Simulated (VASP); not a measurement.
Here is a VASP 6.6.1 calculation.

The input POSCAR:

```
TiAl3
1.0
    3.9387207316      0.0000000000      0.0000000000
    0.0000000000      3.9387207316      0.0000000000
    0.0000000000      0.0000000000      8.8207449764
Ti Al
2 6
Direct
    0.0000000000      0.0000000000      0.0000000000
    0.5000000000      0.5000000000      0.5000000000
    0.5000000000      0.5000000000      0.0000000000
    0.0000000000      0.5000000000      0.2500000000
    0.5000000000      0.0000000000      0.2500000000
    0.0000000000      0.0000000000      0.5000000000
    0.5000000000      0.0000000000      0.7500000000
    0.0000000000      0.5000000000      0.7500000000
```

INCAR.step1

```
SYSTEM = TiAl3
ALGO = Normal
EDIFF = 1E-4
ENCUT = 520
GGA = PE
ISMEAR = 0
LASPH = .True.
LCHARG = .False.
LREAL = .False.
LWAVE = .True.
NBANDS = 31
NELM = 100
PREC = Accurate
SIGMA = 0.1
```

File INCAR.step2:

```
SYSTEM = TiAl3
ALGO = Normal
EDIFF = 1E-6
ENCUT = 520
ISIF = 2
ISMEAR = 0
ISTART = 1
LASPH = .True.
LCHARG = .False.
LMIXTAU = .True.
LREAL = .False.
LWAVE = .False.
METAGGA = R2SCAN
NBANDS = 31
NELM = 100
PREC = Accurate
SIGMA = 0.1
```

Contents of KPOINTS:

```
k-points
0
Gamma
  10 10 4
  0 0 0
```

Potentials or basis: VASP PAW PBE potentials, release 64 (Ti_sv, Al).

Launch:

```console
$ cat potpaw_PBE.64/Ti_sv/POTCAR potpaw_PBE.64/Al/POTCAR > POTCAR
$ cp INCAR.step1 INCAR
$ mpirun -np 1 vasp_std > vasp.out
$ cp INCAR.step2 INCAR
$ mpirun -np 1 vasp_std > vasp.out
```

(1) What does it give for the band gap on the k mesh?

(2) What does it give for the pressure?

## Answers

(1) zero (bands 21 and 22 overlap by 2.12 eV).

(2) -8.6 GPa.

Caveat: the cell differs from its parent crystal (equal strain along all axes, cell held: +3.0 %); the cell stands under tension; the PAW data sets were made with another functional, which shifts forces and pressure a little.
